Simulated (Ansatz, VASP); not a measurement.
Two plane-wave programs on Au

Contents of INCAR:

```
PREC = Accurate
ENCUT = 500
EDIFF = 1E-7
ISMEAR = 0
SIGMA = 0.1
LREAL = F
LASPH = T
NELM = 120
ALGO = Normal
ISIF = 3
LWAVE = F
LCHARG = F
GGA = PE
IBRION = 2
NSW = 90
EDIFFG = -0.04
GGA_COMPAT = F
NELMIN = 4
```

Contents of KPOINTS:

```
regular mesh
0
Gamma
  6 6 2
```

POSCAR

```
Au
1.0
    3.2130423376      0.0000000000      0.0000000000
   -1.6065211688      2.7825762878      0.0000000000
    0.0000000000      0.0000000000      8.7509689683
Au
4
Direct
    0.0000000000      0.0000000000      0.2500000000
    0.0000000000      0.0000000000      0.7500000000
    0.3333333333      0.6666666667      0.7500000000
    0.6666666667      0.3333333333      0.2500000000
```

Input for Ansatz:

```yaml
crystal:
  lattice:
    - [3.2130423376, 0.0, 0.0]
    - [-1.6065211688, 2.7825762878, 0.0]
    - [0.0, 0.0, 8.7509689683]
  atoms:
    - { symbol: Au, position: [0.0, 0.0, 0.25] }
    - { symbol: Au, position: [0.0, 0.0, 0.75] }
    - { symbol: Au, position: [0.3333333333, 0.6666666667, 0.75] }
    - { symbol: Au, position: [0.6666666667, 0.3333333333, 0.25] }
basis:
  ecutwfc: 420
kpoints:
  mp_grid: { grid: [6, 6, 2] }
hamiltonian:
  xc: pbe
scf:
  occupations: { method: gaussian, width: 0.1 }
  lower_state_search: "off"
output:
  forces: true
  stress: true
  eigenvalues: true
relax:
  adjacent_minimum: "off"
  f_tol: 0.04
  max_steps: 70
  cell: { stress_tol: 0.4 }
```

Alike in both runs: task relaxation of cell and atoms; functional PBE; k mesh 6 × 6 × 2; occupations gaussian, width 0.1 eV; no spin polarisation.

```csv
,VASP,Ansatz
version,VASP 6.6.1,Ansatz 0.2.0
potentials or method,"VASP PAW PBE potentials, release 64 (Au), cutoff 500 eV","scalar-relativistic, plane waves, PAW"
valence electrons in the cell,44,76
```

Ansatz gave:

```
gap on the k mesh at the Fermi level, each at its own relaxed structure (eV) : none
relaxed volume (Å³/atom)                                                     : 24.17
relaxed cell length with the largest relative difference (Å)                 : 4.639
```

**Question.** Estimate VASP's values.

**Answer.** gap on the k mesh at the Fermi level, each at its own relaxed structure (eV): none; relaxed volume (Å³/atom): 24.06; relaxed cell length with the largest relative difference (Å): 4.630.

A gap of «none» marks a metal or a gap that the smearing closes. VASP's potentials hold 44 valence electrons a cell and Ansatz's 76, so a difference there can come from the potentials and not from the codes.

The k mesh is coarse, so the values compare programs but aren't converged. Neither program's run includes spin-orbit coupling. Noted on VASP's run: the volume moved by over 15 % at a fixed basis, so the end points are rough.
